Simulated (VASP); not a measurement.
Crystal: SrOs.

```
CELL_PARAMETERS angstrom
3.32171 0.00000 0.00000
0.00000 3.32171 0.00000
0.00000 0.00000 4.35381
ATOMIC_POSITIONS crystal
Sr 0.50000 0.50000 0.50000
Os 0.00000 0.00000 0.00000
```

| Item | Value |
| --- | --- |
| Program | VASP 6.6.1 |
| Task | relaxation of cell and atoms |
| Functional | PBE |
| Potentials or basis | VASP PAW PBE potentials, release 64 (Sr_sv, Os) |
| Cutoff | 600 eV |
| k mesh | 16 × 16 × 14 |
| Occupations | gaussian, width 0.1 eV |
| Spin | no spin polarisation |

At the start: pressure -3.0 GPa; volume 24.02 Å³/atom.

Q: How do energy, volume and symmetry change on relaxing?

A: Over 9 steps the energy falls by 92.1 meV/atom and the volume is 21.75 Å³/atom (-9.5 %); space group P4/mmm (No. 123, to 0.1 Å) before and after.

The path:
| step | energy change (eV) | largest force (eV/Å) | pressure (GPa) | volume (Å³) |
| --- | --- | --- | --- | --- |
| 1 | 0.0000 | 0.0000 | -3.01 | 48.04 |
| 2 | -0.0832 | 0.0000 | 0.61 | 44.94 |
| 3 | -0.0966 | 0.0000 | 2.96 | 43.44 |
| 4 | -0.1498 | 0.0000 | 2.00 | 43.36 |
| 5 | -0.1827 | 0.0000 | 0.64 | 43.05 |
| 6 | -0.1832 | 0.0000 | 0.75 | 43.09 |
| 7 | -0.1832 | 0.0000 | 0.72 | 43.08 |
| 8 | -0.1841 | 0.0000 | -0.12 | 43.55 |
| 9 | -0.1841 | 0.0000 | -0.01 | 43.50 |

Final structure:
```xyz
2
Lattice="3.0103 0.0000 0.0000 0.0000 3.0103 0.0000 0.0000 0.0000 4.7999" Properties=species:S:1:pos:R:3 pbc="T T T"
Sr    1.5052    1.5052    2.3999
Os    0.0000    0.0000    0.0000
```
